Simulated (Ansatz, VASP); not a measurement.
**Two plane-wave programs on Rb**

File INCAR:

```
SYSTEM = Rb
PREC = Accurate
ENCUT = 520
EDIFF = 1E-6
ISMEAR = 0
SIGMA = 0.15
LREAL = .False.
LASPH = .True.
NELM = 80
ALGO = Fast
ISIF = 2
LWAVE = .False.
LCHARG = .True.
GGA = PS
LELF = .True.
LVHAR = .True.
NBANDS = 10
```

KPOINTS

```
regular mesh
0
Gamma
  12 12 12
  0 0 0
```

The input POSCAR:

```
Rb
1.0
   -2.8480900000      2.8480900000      2.7218200000
    2.8480900000     -2.8480900000      2.7218200000
    2.8480900000      2.8480900000     -2.7218200000
Rb
1
Direct
    0.0000000000      0.0000000000      0.0000000000
```

Input for Ansatz:

```yaml
crystal:
  lattice:
    - [-2.84809, 2.84809, 2.72182]
    - [2.84809, -2.84809, 2.72182]
    - [2.84809, 2.84809, -2.72182]
  atoms:
    - { symbol: Rb, position: [0.0, 0.0, 0.0] }
basis:
  ecutwfc: 420
kpoints:
  mp_grid: { grid: [12, 12, 12] }
hamiltonian:
  xc: pbesol
scf:
  occupations: { method: gaussian, width: 0.15 }
output:
  forces: true
  stress: true
  eigenvalues: true
```

Change from the starting cell: strain +0.015 along x and y, -0.030 along z, atoms carried along.

Alike in both runs: task single point; functional PBEsol; k mesh 12 × 12 × 12; occupations gaussian, width 0.15 eV; no spin polarisation.

|  | VASP | Ansatz |
| --- | --- | --- |
| version | VASP 6.6.1 | Ansatz 0.2.0 |
| potentials or method | VASP PAW PBE potentials, release 64 (Rb_sv), cutoff 520 eV | scalar-relativistic, plane waves, PAW |
| valence electrons in the cell | 9 | 9 |

|  | VASP | Ansatz | Ansatz less VASP |
| --- | --- | --- | --- |
| gap on the k mesh at the Fermi level (eV) | none | none | - |
| pressure (GPa) | -0.1 | -0.1 | 0.00 |

VASP's potentials were made for PBE, not for PBEsol. A gap of «none» marks a metal or a gap that the smearing closes. With one functional, cell and mesh, what is left measures potentials, basis and numerics.
